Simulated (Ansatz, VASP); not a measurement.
**W: VASP beside Ansatz**

```
W
1.0
     4.33010    0.00000    0.00000
    -2.16505    3.74998    0.00000
     0.00000    0.00000    4.93794
W
4
Direct
  0.00000 0.00000 0.25000
  0.00000 0.00000 0.75000
  0.33333 0.66667 0.75000
  0.66667 0.33333 0.25000
```

Alike in both runs: functional r2SCAN; k mesh 12 × 12 × 10; occupations gaussian, width 0.1 eV; no spin polarisation.

Ansatz relaxed the structure, and its values are those at the end. VASP's run is a single point on that final structure, the one shown.

```csv
,VASP,Ansatz
version,VASP 6.6.1,Ansatz 0.2.0
potentials or method,"VASP PAW PBE potentials, release 64 (W_sv), cutoff 520 eV","scalar-relativistic, plane waves, PAW"
valence electrons in the cell,56,56
```

|  | VASP | Ansatz | Ansatz less VASP |
| --- | --- | --- | --- |
| gap on the k mesh at the Fermi level (eV) | none | none | - |
| pressure (GPa) | 1.2 | 0.0 | -1.20 |

VASP's potentials were made for PBE, not for r2SCAN. A gap of «none» marks a metal or a gap that the smearing closes.

Neither program's run includes spin-orbit coupling.
